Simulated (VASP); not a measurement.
A run of VASP 6.6.1 is set up as follows.

The input INCAR:

```
  ALGO = Normal
  EDIFF = 1E-6
  ENCUT = 500
  GGA_COMPAT = False
  ISIF = 2
  ISMEAR = -1
  LASPH = True
  LCHARG = False
  LREAL = False
  LWAVE = False
  NBANDS = 17
  NELM = 120
  PREC = Accurate
  SIGMA = 0.1
```

Contents of KPOINTS:

```
k-points
0
Gamma
  7 7 4
```

File POSCAR:

```
Pd
1.0
    2.6954293079      0.0000000000      0.0000000000
   -1.3477146539      2.3343102547      0.0000000000
    0.0000000000      0.0000000000      4.4865342671
Pd
2
Direct
    0.3333333333      0.6666666667      0.2500000000
    0.6666666667      0.3333333333      0.7500000000
```

Potentials or basis: VASP PAW LDA potentials, release 64 (Pd).

The run is started by

```sh
$ cat potpaw_LDA.64/Pd/POTCAR > POTCAR
$ mpirun -np 1 vasp_std > vasp.out
```

Question: Estimate the band gap on the k mesh.

Answer: Zero (band 10 reaches 10.50 eV, above the bottom of band 11 at 9.64 eV).

Question: Predict the pressure.

Answer: 2.6 GPa.

Stress tensor (GPa, compression positive):
```
2.70 0.00 0.00
0.00 2.70 0.00
0.00 0.00 2.54
```

Caveat: the k points lie up to 0.38 Å⁻¹ apart.
